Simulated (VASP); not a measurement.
A run of VASP 6.6.1:

Contents of INCAR:

```
PREC = Accurate
ENCUT = 600
EDIFF = 1E-6
ISMEAR = -1
SIGMA = 0.1
LREAL = False
LASPH = True
NELM = 150
ALGO = Normal
ISIF = 3
LWAVE = False
LCHARG = False
ISPIN = 2
MAGMOM = 1.7 1.7 1.7
LORBIT = 11
LMAXMIX = 4
GGA = PE
IBRION = 2
NSW = 32
EDIFFG = -0.005
PSTRESS = 1600.0
```

Contents of KPOINTS:

```
Automatic mesh
0
Gamma
  10 10 14
```

POSCAR

```
Co
1.0
    3.5411751144      0.0000000000      0.0000000000
   -1.7705875572      3.0667476084      0.0000000000
    0.0000000000      0.0000000000      2.1510523566
Co
3
Direct
    0.0000000000      0.0000000000      0.0000000000
    0.3333333333      0.6666666667      0.5000000000
    0.6666666667      0.3333333333      0.5000000000
```

Potentials or basis: VASP PAW PBE potentials, release 64 (Co).

Command:

```bash
$ cat potpaw_PBE.64/Co/POTCAR > POTCAR
$ mpirun -np 1 vasp_std > vasp.out
```

Hardware: 1 thread of Oxide Virtual Turin-like Processor, with other jobs on the host.

Question: How long does it take, and how much memory?

Answer: Run time: 11 min on 1 thread of Oxide Virtual Turin-like Processor, on a shared host, peak memory 0.19 GiB. Counts: scf iterations 67, k points 112, ion steps 10.
